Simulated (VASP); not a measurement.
# Ge (I4_1/amd) in VASP: notebook, part 2 of 2

VASP 6.6.1. The steps go on from the part before.

## 5. Single point, LDA (equal xx and yy strain of -1 %)

Contents of INCAR:

```
ALGO = Normal
EDIFF = 1E-6
ENCUT = 520
GGA = CA
ISIF = 2
ISMEAR = -1
LASPH = T
LCHARG = F
LREAL = F
LWAVE = F
NBANDS = 21
NELM = 100
PREC = Accurate
SIGMA = 0.05
```

Contents of KPOINTS:

```
k-points
0
Gamma
  10 10 10
```

Contents of POSCAR:

```
Ge
1.0
    0.0000000000      2.8004823000      2.8287700000
    2.8004823000      0.0000000000      2.8287700000
    2.8004823000      2.8004823000      0.0000000000
Ge
2
Direct
    0.5000000000      0.5000000000      0.5000000000
    0.7500000000      0.7500000000      0.7500000000
```

Potentials or basis: VASP PAW LDA potentials, release 64 (Ge_d).

Command:

```
$ cat potpaw_LDA.64/Ge_d/POTCAR > POTCAR
$ mpirun -np 1 vasp_std > vasp.out
```

OUTCAR:

```text
EDIFF = 1E-6
   ENCUT = 520
   GGA = CA
   ISIF = 2
   ISMEAR = -1
   LASPH = T
   LREAL = F
   NELM = 100
   PREC = Accurate

 ion  position               nearest neighbor table
   1  0.500  0.500  0.500-   2 2.43   2 2.43   2 2.43   2 2.43
   2  0.750  0.750  0.750-   1 2.43   1 2.43   1 2.43   1 2.43

  LATTYP: Found a body centered tetragonal cell.
 ALAT       =     3.9604800498
 C/A-ratio  =     1.4284985479

  Lattice vectors:

 A1 = (  -2.8004823000,   0.0000000000,   2.8287700000)
 A2 = (   2.8004823000,   0.0000000000,   2.8287700000)
 A3 = (   0.0000000000,   2.8004823000,  -2.8287700000)

Analysis of symmetry for initial positions (statically):
=====================================================================
 Subroutine PRICEL returns:
 Original cell was already a primitive cell.

 Routine SETGRP: Setting up the symmetry group for a
 body centered tetragonal supercell.

 Subroutine GETGRP returns: Found 16 space group operations
 (whereof  8 operations were pure point group operations)
 out of a pool of 16 trial point group operations.

The static configuration has the point symmetry D_2d.
 The point group associated with its full space group is D_4h.

Analysis of symmetry for dynamics (positions and initial velocities):
=====================================================================
 Subroutine PRICEL returns:
 Original cell was already a primitive cell.

 Routine SETGRP: Setting up the symmetry group for a
 body centered tetragonal supercell.

 Subroutine GETGRP returns: Found 16 space group operations
 (whereof  8 operations were pure point group operations)
 out of a pool of 16 trial point group operations.

The dynamic configuration has the point symmetry D_2d.
 The point group associated with its full space group is D_4h.

 Subroutine INISYM returns: Found 16 space group operations
 (whereof  8 operations are pure point group operations),
 and found     1 'primitive' translations

----------------------------------------------------------------------------------------

                                     Primitive cell

  volume of cell :      44.3704

  direct lattice vectors                    reciprocal lattice vectors
     0.000000000  2.800482300  2.828770000    -0.178540675  0.178540675  0.176755268
     2.800482300  0.000000000  2.828770000     0.178540675 -0.178540675  0.176755268
     2.800482300  2.800482300  0.000000000     0.178540675  0.178540675 -0.176755268

  length of vectors
     3.980532731  3.980532731  3.960480050     0.308214163  0.308214163  0.308214163

  position of ions in fractional coordinates (direct lattice)
     0.500000000  0.500000000  0.500000000
     0.750000000  0.750000000  0.750000000

  ion indices of the primitive-cell ions
   primitive index   ion index
                 1           1
                 2           2

----------------------------------------------------------------------------------------

 KPOINTS: k-points

Automatic generation of k-mesh.
 Grid dimensions read from file:
 generate k-points for:   10   10   10

 Generating k-lattice:

  Cartesian coordinates                     Fractional coordinates (reciprocal lattice)
    -0.017854067  0.017854067  0.017675527     0.100000000  0.000000000  0.000000000
     0.017854067 -0.017854067  0.017675527     0.000000000  0.100000000  0.000000000
     0.017854067  0.017854067 -0.017675527     0.000000000  0.000000000  0.100000000

  Length of vectors
     0.030821416  0.030821416  0.030821416

  Shift w.r.t. Gamma in fractional coordinates (k-lattice)
     0.000000000  0.000000000  0.000000000

 Subroutine IBZKPT returns following result:
 ===========================================

 Found    102 irreducible k-points:

 Following reciprocal coordinates:
            Coordinates               Weight
  0.000000  0.000000  0.000000      1.000000
  0.100000 -0.000000  0.000000      8.000000
  0.200000 -0.000000  0.000000      8.000000
  0.300000  0.000000  0.000000      8.000000
  0.400000 -0.000000  0.000000      8.000000
  0.500000  0.000000  0.000000      4.000000
[... 16 lines left out ...]
  0.300000  0.300000  0.000000      2.000000
  0.400000  0.300000  0.000000      8.000000
 [... further k-points ...]
   k-points           NKPTS =    102   k-points in BZ     NKDIM =    102   number of bands    NBANDS=     21
   number of dos      NEDOS =    301   number of ions     NIONS =      2
   total plane-waves  NPLWV =  27000
   dimension x,y,z NGX =    30 NGY =   30 NGZ =   30
   dimension x,y,z NGXF=    60 NGYF=   60 NGZF=   60
   ions per type =               2
   NGX,Y,Z   is equivalent  to a cutoff of  12.53, 12.53, 12.59 a.u.
   NGXF,Y,Z  is equivalent  to a cutoff of  25.06, 25.06, 25.19 a.u.
 SYSTEM =  unknown system
   PREC   = accura    normal or accurate (medium, high low for compatibility)
   ISTART =      0    job   : 0-new  1-cont  2-samecut
   ICHARG =      2    charge: 1-file 2-atom 10-const
   ISPIN  =      1    spin polarized calculation?
   LNONCOLLINEAR =      F non collinear calculations
   LSORBIT =      F    spin-orbit coupling
   LASPH  =      T    aspherical Exc in radial PAW
   ENCUT  =  520.0 eV  38.22 Ry    6.18 a.u.   7.40  7.40  7.36*2*pi/ulx,y,z
   NELM   =    100;   NELMIN=  2; NELMDL= -5     # of ELM steps
   EDIFF  = 0.1E-05   stopping-criterion for ELM
   LREAL  =      F    real-space projection
   EDIFFG = 0.1E-04   stopping-criterion for IOM
   NSW    =      0    number of steps for IOM
   IBRION =     -1    ionic relax: 0-MD 1-quasi-New 2-CG
   NFREE  =      0    steps in history (QN), initial steepest desc. (CG)
   ISIF   =      2    stress and relaxation
   ISYM   =      2    0-nonsym 1-usesym 2-fastsym
   POTIM  = 0.5000    time-step for ionic-motion
   TEBEG  =    0.0;   TEEND  =   0.0 temperature during run
   PSTRESS=    0.0 pullay stress
   NELECT =      28.0000    total number of electrons
   NUPDOWN=      -1.0000    fix difference up-down
   EMIN   =  10.00;   EMAX   =-10.00  energy-range for DOS
   EFERMI =   0.00;   METHOD = LEGACY
   ISMEAR =    -1;   SIGMA  =   0.05  broadening in eV -4-tet -1-fermi 0-gaus
   EFERMI_NEDOS =   21; number of points for ismear=-14 and -15
   IALGO  =     38    algorithm
   IMIX   =      4    mixing-type and parameters
     AMIX     =   0.40;   BMIX     =  1.00
     AMIX_MAG =   1.60;   BMIX_MAG =  1.00
  volume/ion in A,a.u.               =      22.19       149.71
  Fermi-wavevector in a.u.,A,eV,Ry     =   1.404203  2.653558 26.827759  1.971785
  Thomas-Fermi vector in A             =   2.526788
   LORBIT       =      0    0 simple, 1 ext, 2 COOP (PROOUT), +10 PAW based schemes
   GGA     = CA    functional components
   LHFCALC =     F    Hartree Fock is set to
   AEXX    =    0.0000 exact exchange contribution
   IVDW    =     0    specifies the selected vdW correction
   LEPSILON=     F    determine dielectric tensor
   LRPA    =     F    only Hartree local field effects (RPA)
 non-spin polarized calculation
  energy-cutoff  :      520.00
  volume of cell :       44.37
 maximum number of plane-waves:      1243
 NGX is ok and might be reduce to    30
   NGX = 15   NGY = 15   NGZ = 15

 number of electron      28.0000030 magnetization

 Free energy of the ion-electron system (eV)
  ---------------------------------------------------
  ext. energy  EPLUGINS =         0.00000000
  ---------------------------------------------------
  free energy    TOTEN  =       -10.38806289 eV

  energy without entropy =      -10.38746680  energy(sigma->0) =      -10.38776484

 E-fermi :   4.9562     XC(G=0): -10.3841

 val. band max:        4.9495713109   @ k =   0.0000   0.0000   0.0000
 cond. band min:       4.9638581671   @ k =   0.0000   0.0000   0.0000
 fundamental gap:      0.0142868562
 Fermi energy:         4.9561869857

 k-point     1 :       0.0000    0.0000    0.0000
  band No.  band energies     occupation
      1     -20.0471      2.00000
      2     -20.0471      2.00000
      3     -20.0444      2.00000
      4     -20.0085      2.00000
      5     -20.0073      2.00000
      6     -19.7890      2.00000
[... 13 lines left out ...]
     20      14.4218      0.00000
     21      14.6320      0.00000

 k-point     2 :       0.1000   -0.0000    0.0000
  band No.  band energies     occupation
      1     -20.0532      2.00000
      2     -20.0516      2.00000
      3     -20.0444      2.00000
      4     -19.9999      2.00000
      5     -19.9991      2.00000
      6     -19.7960      2.00000
[... 520 lines left out ...]
 k-point    24 :       0.4000    0.3000    0.0000
  band No.  band energies     occupation
      1     -20.0829      2.00000
      2     -20.0773      2.00000
      3     -20.0313      2.00000
      4     -19.9412      2.00000
      5     -19.9229      2.00000
      6     -19.8927      2.00000
[... 13 lines left out ...]
     20      16.4925      0.00000
     21      16.8550      0.00000

 [... further k-points ...]
[... 5 lines left out ...]
  --------------------------------------------------------------------------------------
  -------------------------------------------------------------------------------------
  Total        0.1555446      0.1555446     -0.0551449      0.0000000      0.0000000      0.0000000
  in kB        5.6165852      5.6165852     -1.9912360      0.0000000      0.0000000      0.0000000
  external PRESSURE =       3.0806448 kB  Pullay stress =       0.0000000 kB

 VOLUME and BASIS-vectors are now :
 -----------------------------------------------------------------------------
  energy-cutoff  :      520.00
  volume of cell :       44.37
      direct lattice vectors                 reciprocal lattice vectors
     0.000000000  2.800482300  2.828770000    -0.178540675  0.178540675  0.176755268
     2.800482300  0.000000000  2.828770000     0.178540675 -0.178540675  0.176755268
     2.800482300  2.800482300  0.000000000     0.178540675  0.178540675 -0.176755268

 POSITION                                       TOTAL-FORCE (eV/Angst)
 -----------------------------------------------------------------------------------
      2.80048      2.80048      2.82877        -0.000000      0.000000     -0.000000
      4.20072      4.20072      4.24315         0.000000     -0.000000      0.000000
 -----------------------------------------------------------------------------------
    total drift:                                0.000000     -0.000000     -0.000000

  FREE ENERGIE OF THE ION-ELECTRON SYSTEM (eV)
  ---------------------------------------------------
  free  energy   TOTEN  =       -10.3880628908 eV

  energy  without entropy=      -10.3874667967  energy(sigma->0) =      -10.38776484
```

Run time: 30 s. Hardware: 1 thread of Intel Xeon 6975P-C (Granite Rapids), shared host; peak memory 0.19 GiB.

What came out:

```
Free energy            : -10.3881 eV
Pressure               : 0.3 GPa
Band gap on the k mesh : 0.01 eV
```

Levels at points of the mesh, in eV from the valence-band top:
| k point | band 12 | band 13 | band 14 | band 15 | band 16 | band 17 |
| --- | --- | --- | --- | --- | --- | --- |
| (0.00, 0.00, 0.00) | -0.08 | 0.00 | 0.00 | 0.01 | 2.49 | 2.49 |
| (0.50, 0.00, 0.00) | -7.76 | -1.51 | -1.42 | 0.10 | 3.67 | 3.74 |
| (0.50, 0.50, 0.00) | -9.06 | -3.12 | -3.12 | 0.67 | 0.67 | 9.54 |
| (0.50, 0.00, 0.50) | -9.01 | -3.20 | -3.20 | 0.59 | 0.59 | 9.55 |

Caveat: the cell differs from its parent crystal (equal xx and yy strain of -1 %).

## 6. Single point, LDA (zz strain of -1 %)

Contents of INCAR:

```
ALGO = Normal
EDIFF = 1E-7
ENCUT = 520
ISIF = 2
ISMEAR = -1
LASPH = True
LCHARG = False
LREAL = False
LWAVE = False
NBANDS = 21
NELM = 60
PREC = Accurate
SIGMA = 0.05
```

KPOINTS is that of step 5.

Contents of POSCAR:

```
Ge
1.0
    0.0000000000      2.8287700000      2.8004823000
    2.8287700000      0.0000000000      2.8004823000
    2.8287700000      2.8287700000      0.0000000000
Ge
2
Direct
    0.5000000000      0.5000000000      0.5000000000
    0.7500000000      0.7500000000      0.7500000000
```

Potentials or basis: VASP PAW LDA potentials, release 64 (Ge_d).

Command:

```
$ cat potpaw_LDA.64/Ge_d/POTCAR > POTCAR
$ mpirun -np 1 vasp_std > vasp.out
```

It took 32 s on 1 thread of Intel Xeon 6975P-C (Granite Rapids), shared host; peak memory 0.19 GiB.

Results (log left out):

| Property | Result |
| --- | --- |
| Free energy | -10.3878 eV |
| Pressure | -0.4 GPa |
| Band gap on the k mesh | 0.08 eV |

Stress tensor (GPa, compression positive):
```
-0.66  0.00  0.00
 0.00 -0.66  0.00
 0.00  0.00  0.07
```

Levels at points of the mesh, in eV from the valence-band top:
| k point | band 10 | band 11 | band 12 | band 13 | band 14 | band 15 | band 16 | band 17 | band 18 | band 19 |
| --- | --- | --- | --- | --- | --- | --- | --- | --- | --- | --- |
| (0.00, 0.00, 0.00) | -24.66 | -12.86 | -0.03 | 0.00 | 0.00 | 0.08 | 2.52 | 2.57 | 2.57 | 6.26 |
| (0.50, 0.00, 0.00) | -24.63 | -10.74 | -7.66 | -1.44 | -1.35 | 0.12 | 3.72 | 3.78 | 7.00 | 10.48 |
| (0.50, 0.50, 0.00) | -24.62 | -8.90 | -8.90 | -3.13 | -3.13 | 0.63 | 0.63 | 9.53 | 9.53 | 11.59 |
| (0.50, 0.00, 0.50) | -24.62 | -8.95 | -8.95 | -3.06 | -3.06 | 0.71 | 0.71 | 9.51 | 9.51 | 11.54 |

Caveat: the cell differs from its parent crystal (zz strain of -1 %).

## 7. Summary

```csv
cell,gap on the mesh (eV),pressure (GPa)
"a = 3.941, b = 3.941, c = 3.880 Å, angles 60.5, 60.5, 59.0°, 2 atoms",0.16,3.5
"a = 3.941, b = 3.941, c = 4.000 Å, angles 59.5, 59.5, 61.0°, 2 atoms",-,1.0
"a = 3.961, b = 3.961, c = 4.000 Å, angles 59.7, 59.7, 60.7°, 2 atoms",-,0.3
"a = 3.981, b = 3.981, c = 3.960 Å, angles 60.2, 60.2, 59.7°, 2 atoms",0.01,0.3
"a = 3.981, b = 3.981, c = 4.000 Å, angles 59.8, 59.8, 60.3°, 2 atoms",0.08,-0.4
```

Alike in all rows: task single point; level LDA; potentials or basis VASP PAW LDA potentials, release 64 (Ge_d); no spin polarisation; k mesh 10 × 10 × 10; cutoff (eV) 520; smearing fermi-dirac 0.05 eV.

Caveats: the cell stands under pressure (at least some runs).

Absolute energies hang on the potentials; compare differences alone.
